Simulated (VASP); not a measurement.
Set up this calculation in VASP 6.6.1, as the native input.

| Quantity | Value |
| --- | --- |
| Task | electric field gradients |
| Functional | LDA |
| Potentials or basis | VASP PAW LDA potentials, release 64 (Cd, Se) |
| Cutoff | 520 eV |
| k mesh | 8 × 8 × 8 |
| Occupations | fermi-dirac, width 0.03 eV |
| Spin | no spin polarisation |
| Dipole correction | no |
| Further INCAR settings | ALGO = Normal; EDIFF = 1e-08; NBANDS = 16 |

The structure of CdSe lies in POSCAR:

```
CdSe
1.0
    0.0000000000      3.1623793346      3.0702711986
    3.1623793346      0.0000000000      3.0702711986
    3.1623793346      3.1623793346      0.0000000000
Cd Se
1 1
Direct
    0.0000000000      0.0000000000      0.0000000000
    0.2500000000      0.2500000000      0.2500000000
```

This cell differs from its parent crystal: equal xx and yy strain of +3 %.

These files were run (other wordings do the same):

INCAR

```
SYSTEM = CdSe
  ALGO = Normal
  EDIFF = 1E-8
  ENCUT = 520
  ISIF = 2
  ISMEAR = -1
  LASPH = .True.
  LCHARG = .False.
  LEFG = .True.
  LREAL = .False.
  LWAVE = .False.
  NBANDS = 16
  NELM = 100
  PREC = Accurate
  SIGMA = 0.03
```

KPOINTS

```
k-points
0
Gamma
  8 8 8
  0 0 0
```

Potentials or basis: VASP PAW LDA potentials, release 64 (Cd, Se).

Launch:

```bash
$ cat potpaw_LDA.64/Cd/POTCAR potpaw_LDA.64/Se/POTCAR > POTCAR
$ mpirun -np 1 vasp_std > vasp.out
```

Results of the run:

```
Pressure               : -5.1 GPa
Band gap on the k mesh : 0.13 eV, direct
```

Caveat: the cell differs from its parent crystal (equal xx and yy strain of +3 %); without QUAD_EFG the Cq values of the log hold for a quadrupole moment of 1 mb, not for the nuclei.

Run time: 28 s on 1 thread of Intel(R) Xeon(R) 6975P-C (Granite Rapids), with other jobs on the host, peak memory 0.2 GiB.
